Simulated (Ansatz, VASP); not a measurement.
Mo6N in VASP and in Ansatz

```xyz
7
Lattice="6.0847 0.0000 0.0000 0.0000 6.0847 0.0000 0.0000 0.0000 6.0847" Properties=species:S:1:pos:R:3 pbc="T T T"
Mo    1.2456    3.0423    3.0423
Mo    3.0423    1.2456    3.0423
Mo    4.8390    3.0423    3.0423
Mo    3.0423    4.8390    3.0423
Mo    3.0423    3.0423    1.2456
Mo    3.0423    3.0423    4.8390
N     0.0000    0.0000    0.0000
```

Change from the starting cell: species swapped into the YB6 type (Pm-3m, No. 221).

Alike in both runs: task relaxation of cell and atoms; functional PBE; k mesh 6 × 6 × 6; occupations gaussian, width 0.1 eV; no spin polarisation.

```csv
,VASP,Ansatz
version,VASP 6.6.1,Ansatz 0.2.0
potentials or method,"VASP PAW PBE potentials, release 64 (Mo_sv, N), cutoff 600 eV","scalar-relativistic, plane waves, PAW"
valence electrons in the cell,89,89
```

Ansatz gave:

| Quantity | Value |
| --- | --- |
| gap on the k mesh at the Fermi level, each at its own relaxed structure (eV) | none |
| relaxed volume (Å³/atom) | 32.18 |
| relaxed cell length with the largest relative difference (Å) | 6.084 |

Task: What did VASP give for the same quantities?

Result: gap on the k mesh at the Fermi level, each at its own relaxed structure (eV): none; relaxed volume (Å³/atom): 32.27; relaxed cell length with the largest relative difference (Å): 6.090.

A gap of «none» marks a metal or a gap that the smearing closes.
